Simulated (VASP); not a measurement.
# TiC (Fm-3m) in VASP: further runs

Runs on TiC. Level: PBEsol. Tasks: single point.

Everything below comes from runs of VASP 6.6.1. Logs are shortened: lines on timing, memory, paths and dates and some standing lists are left out, and cuts for length are marked.

### 1 The cell of the first run

Symmetry: Fm-3m, No. 225, cubic system. The conventional cell has a = 4.526 Å, b = 4.526 Å, c = 4.526 Å, α = 90.00°, β = 90.00°, γ = 90.00°. Within 3.0 Å of Ti (site symmetry m-3m) lie 6 C at 2.26 Å. Within 3.0 Å of C (site symmetry m-3m) lie 6 Ti at 2.26 Å.

### 2 Single point, PBEsol (strained)

The input, INCAR:

```
ALGO = Normal ; EDIFF = 1E-6
ENCUT = 520 ; GGA = PS
ISIF = 2 ; ISMEAR = 0
LASPH = True ; LCHARG = False
LREAL = False ; LWAVE = False
NBANDS = 15 ; NELM = 80
PREC = Accurate ; SIGMA = 0.1
```

The input, KPOINTS:

```
k-points
0
Gamma
  16 16 16
```

The input, POSCAR:

```
TiC
1.0
    0.0000000000      2.2631112000      2.2631112000
    2.2631112000      0.0000000000      2.2631112000
    2.2631112000      2.2631112000      0.0000000000
Ti C
1 1
Direct
    0.0000000000      0.0000000000      0.0000000000
    0.5000000000      0.5000000000      0.5000000000
```

Potentials or basis: VASP PAW PBE potentials, release 64 (Ti_sv, C).

Launch:

```
$ cat potpaw_PBE.64/Ti_sv/POTCAR potpaw_PBE.64/C/POTCAR > POTCAR
$ mpirun -np 1 vasp_std > vasp.out
```

OUTCAR:

```text
EDIFF = 1E-6
   ENCUT = 520
   GGA = PS
   ISIF = 2
   ISMEAR = 0
   LASPH = True
   LREAL = False
   NELM = 80
   PREC = Accurate

 ion  position               nearest neighbor table
   1  0.000  0.000  0.000-   2 2.26   2 2.26   2 2.26   2 2.26   2 2.26   2 2.26
   2  0.500  0.500  0.500-   1 2.26   1 2.26   1 2.26   1 2.26   1 2.26   1 2.26

  LATTYP: Found a face centered cubic cell.
 ALAT       =     4.5262224000

  Lattice vectors:

 A1 = (   0.0000000000,   2.2631112000,   2.2631112000)
 A2 = (   2.2631112000,   0.0000000000,   2.2631112000)
 A3 = (   2.2631112000,   2.2631112000,   0.0000000000)

Analysis of symmetry for initial positions (statically):
=====================================================================
 Subroutine PRICEL returns:
 Original cell was already a primitive cell.

 Routine SETGRP: Setting up the symmetry group for a
 face centered cubic supercell.

 Subroutine GETGRP returns: Found 48 space group operations
 (whereof 48 operations were pure point group operations)
 out of a pool of 48 trial point group operations.

The static configuration has the point symmetry O_h .

Analysis of symmetry for dynamics (positions and initial velocities):
=====================================================================
 Subroutine PRICEL returns:
 Original cell was already a primitive cell.

 Routine SETGRP: Setting up the symmetry group for a
 face centered cubic supercell.

 Subroutine GETGRP returns: Found 48 space group operations
 (whereof 48 operations were pure point group operations)
 out of a pool of 48 trial point group operations.

The dynamic configuration has the point symmetry O_h .

 Subroutine INISYM returns: Found 48 space group operations
 (whereof 48 operations are pure point group operations),
 and found     1 'primitive' translations

----------------------------------------------------------------------------------------

                                     Primitive cell

  volume of cell :      23.1818

  direct lattice vectors                    reciprocal lattice vectors
     0.000000000  2.263111200  2.263111200    -0.220934791  0.220934791  0.220934791
     2.263111200  0.000000000  2.263111200     0.220934791 -0.220934791  0.220934791
     2.263111200  2.263111200  0.000000000     0.220934791  0.220934791 -0.220934791

  length of vectors
     3.200522552  3.200522552  3.200522552     0.382670283  0.382670283  0.382670283

  position of ions in fractional coordinates (direct lattice)
     0.000000000  0.000000000  0.000000000
     0.500000000  0.500000000  0.500000000

  ion indices of the primitive-cell ions
   primitive index   ion index
                 1           1
[... 87 lines left out ...]
   EFERMI =   0.00;   METHOD = LEGACY
   ISMEAR =     0;   SIGMA  =   0.10  broadening in eV -4-tet -1-fermi 0-gaus
   EFERMI_NEDOS =   21; number of points for ismear=-14 and -15
   IALGO  =     38    algorithm
   IMIX   =      4    mixing-type and parameters
     AMIX     =   0.40;   BMIX     =  1.00
     AMIX_MAG =   1.60;   BMIX_MAG =  1.00
  volume/ion in A,a.u.               =      11.59        78.22
  Fermi-wavevector in a.u.,A,eV,Ry     =   1.446768  2.733995 28.478872  2.093138
  Thomas-Fermi vector in A             =   2.564799
   LORBIT       =      0    0 simple, 1 ext, 2 COOP (PROOUT), +10 PAW based schemes
   GGA     = PS    functional components
   LHFCALC =     F    Hartree Fock is set to
   AEXX    =    0.0000 exact exchange contribution
   IVDW    =     0    specifies the selected vdW correction
   LEPSILON=     F    determine dielectric tensor
   LRPA    =     F    only Hartree local field effects (RPA)
 non-spin polarized calculation
 Gauss-broadening in eV      SIGMA  =   0.10
  energy-cutoff  :      520.00
  volume of cell :       23.18
 maximum number of plane-waves:       637
   NGX = 11   NGY = 11   NGZ = 11

 number of electron      16.0000003 magnetization

 Free energy of the ion-electron system (eV)
  ---------------------------------------------------
  ext. energy  EPLUGINS =         0.00000000
  ---------------------------------------------------
  free energy    TOTEN  =       -19.43734599 eV

  energy without entropy =      -19.43512966  energy(sigma->0) =      -19.43623782

 E-fermi :   7.8164     XC(G=0): -12.1898

 val. band max:        7.8127699387   @ k =   0.3125   0.2500   0.0000
 cond. band min:       7.8240491673   @ k =  -0.0625   0.0625   0.0000
 fundamental gap:      0.0112792287
 Fermi energy:         7.8164205352

 k-point     1 :       0.0000    0.0000    0.0000
  band No.  band energies     occupation
      1     -48.8866      2.00000
      2     -25.0638      2.00000
      3     -25.0638      2.00000
      4     -25.0638      2.00000
      5      -3.9204      2.00000
      6       8.4294      0.00000
      7       8.4294      0.00000
      8       8.4294      0.00000
      9       9.2771      0.00000
     10       9.2771      0.00000
     11       9.3671      0.00000
     12       9.3671      0.00000
     13       9.3671      0.00000
     14      16.4602      0.00000
[... 401 lines left out ...]
      2     -25.0924      2.00000
      3     -25.0720      2.00000
      4     -25.0649      2.00000
      5      -3.7210      2.00000
      6       7.6376      1.98856
      7       7.8240      0.91409
      8       7.8242      0.91247
      9       8.5219      0.00000
     10       9.0050      0.00000
     11       9.8521      0.00000
     12      10.2572      0.00000
     13      11.0432      0.00000
     14      16.8971      0.00000
     15      21.1491      0.00000

 [... further k-points ...]

------------------------ aborting loop because EDIFF is reached ----------------------------------------

  FORCE on cell =-STRESS in cart. coord.  units (eV):
  Direction    XX          YY          ZZ          XY          YZ          ZX
  --------------------------------------------------------------------------------------
  -------------------------------------------------------------------------------------
  Total       -4.4095816     -4.4095816     -4.4095816     -0.0000000     -0.0000000      0.0000000
  in kB     -304.7616322   -304.7616322   -304.7616322     -0.0000000     -0.0000000      0.0000000
  external PRESSURE =    -304.7616322 kB  Pullay stress =       0.0000000 kB

 VOLUME and BASIS-vectors are now :
 -----------------------------------------------------------------------------
  energy-cutoff  :      520.00
  volume of cell :       23.18
      direct lattice vectors                 reciprocal lattice vectors
     0.000000000  2.263111200  2.263111200    -0.220934791  0.220934791  0.220934791
     2.263111200  0.000000000  2.263111200     0.220934791 -0.220934791  0.220934791
     2.263111200  2.263111200  0.000000000     0.220934791  0.220934791 -0.220934791

 POSITION                                       TOTAL-FORCE (eV/Angst)
 -----------------------------------------------------------------------------------
      0.00000      0.00000      0.00000         0.000000      0.000000      0.000000
      2.26311      2.26311      2.26311         0.000000     -0.000000     -0.000000
 -----------------------------------------------------------------------------------
    total drift:                                0.000000     -0.000000     -0.000000

  FREE ENERGIE OF THE ION-ELECTRON SYSTEM (eV)
  ---------------------------------------------------
  free  energy   TOTEN  =       -19.4373459851 eV

  energy  without entropy=      -19.4351296594  energy(sigma->0) =      -19.43623782
```

OSZICAR:

```text
N       E                     dE             d eps       ncg     rms          rms(c)
DAV:   1     0.117454465737E+03    0.11745E+03   -0.79465E+03  4358   0.123E+03
DAV:   2    -0.169302789866E+02   -0.13438E+03   -0.12628E+03  4644   0.329E+02
DAV:   3    -0.249177719249E+02   -0.79875E+01   -0.78296E+01  5895   0.779E+01
DAV:   4    -0.251872762659E+02   -0.26950E+00   -0.26929E+00  5319   0.131E+01
DAV:   5    -0.251933318351E+02   -0.60556E-02   -0.60525E-02  5743   0.177E+00    0.163E+01
DAV:   6    -0.204315353074E+02    0.47618E+01   -0.12248E+01  6183   0.547E+01    0.795E+00
DAV:   7    -0.195442363717E+02    0.88730E+00   -0.27446E+00  5162   0.231E+01    0.419E+00
DAV:   8    -0.195681846385E+02   -0.23948E-01   -0.14805E-01  4833   0.286E+00    0.430E+00
DAV:   9    -0.196000377906E+02   -0.31853E-01   -0.16316E-02  5198   0.884E-01    0.494E+00
DAV:  10    -0.194573574043E+02    0.14268E+00   -0.58955E-01  4770   0.896E+00    0.190E+00
DAV:  11    -0.194475007000E+02    0.98567E-02   -0.42381E-02  5418   0.312E+00    0.950E-01
DAV:  12    -0.194382193442E+02    0.92814E-02   -0.88798E-03  6625   0.974E-01    0.249E-01
DAV:  13    -0.194373681646E+02    0.85118E-03   -0.15013E-03  6707   0.384E-01    0.791E-02
DAV:  14    -0.194374295557E+02   -0.61391E-04   -0.30943E-04  4791   0.217E-01    0.954E-02
DAV:  15    -0.194373469269E+02    0.82629E-04   -0.12214E-04  4882   0.108E-01    0.118E-02
DAV:  16    -0.194373457039E+02    0.12230E-05   -0.69232E-06  5633   0.201E-02    0.333E-03
DAV:  17    -0.194373459851E+02   -0.28121E-06   -0.70889E-07  3162   0.625E-03
   1 F= -.19437346E+02 E0= -.19436238E+02  d E =-.221633E-02
```

It took 21 s on 1 thread of Intel Xeon 6975P-C (Granite Rapids), shared host; peak memory 0.17 GiB.

What came out:

```yaml
Free_energy: -19.4373 eV
Pressure: -30.5 GPa
Band_gap_on_the_k_mesh: zero (band 8 reaches 8.43 eV, above the bottom of band 9 at 7.45 eV)
```

Levels at points of the mesh, in eV from the Fermi level:
```
           k point  band 6  band 7  band 8  band 9  band 10  band 11
(0.00, 0.00, 0.00)    0.61    0.61    0.61    1.46     1.46     1.55
(0.50, 0.00, 0.00)   -5.28   -2.49   -2.49    2.43     2.43     3.41
(0.50, 0.50, 0.00)   -3.28   -1.31   -0.09   -0.09     2.28     2.92
```

Caveat: the cell differs from its parent crystal (strained); the PAW data sets were made with another functional, which shifts forces and pressure a little.

### 3 Single point, PBEsol

This run uses another cell than the first one, of 9.89 Å³/atom, 0.853 times its volume.

The input, INCAR:

```
SYSTEM = TiC
PREC = Accurate
ENCUT = 600
EDIFF = 1E-6
ISMEAR = 0
SIGMA = 0.1
LREAL = .FALSE.
LASPH = .TRUE.
NELM = 120
ALGO = Normal
ISIF = 2
LWAVE = .FALSE.
LCHARG = .FALSE.
GGA = PS
ISYM = 0
NBANDS = 15
GGA_COMPAT = .FALSE.
```

The input, KPOINTS:

```
Automatic mesh
0
G
  9 7 35
  0 0 0
```

The input, POSCAR:

```
TiC
1.0
    4.2933709686      0.0000000000      0.0000000000
   -2.1466854843      4.8001346693      0.0000000000
    0.0000000000     -2.8800808016      0.9600269339
Ti C
1 1
Direct
    0.0000000000      0.0000000000      0.0000000000
    0.5000000000      0.0000000000      0.0000000000
```

Potentials or basis: VASP PAW PBE potentials, release 64 (Ti_sv, C).

Launch:

```
$ cat potpaw_PBE.64/Ti_sv/POTCAR potpaw_PBE.64/C/POTCAR > POTCAR
$ mpirun -np 1 vasp_std > vasp.out
```

It took 56 min on 1 thread of AMD EPYC 7R13 (Zen 3), shared host; peak memory 0.49 GiB.

Results (log left out):

- Free energy: -19.8030 eV
- Pressure: 0.2 GPa
- Band gap on the k mesh: zero (band 8 reaches 10.29 eV, above the bottom of band 9 at 9.21 eV)

Levels at points of the mesh, in eV from the Fermi level:
```tsv
k point	band 5	band 6	band 7	band 8	band 9	band 10	band 11	band 12
(0.00, 0.00, 0.00)	-12.53	0.63	0.63	0.63	1.70	1.70	1.70	1.74
```

Caveat: the k points lie up to 0.59 Å⁻¹ apart; the PAW data sets were made with another functional, which shifts forces and pressure a little.
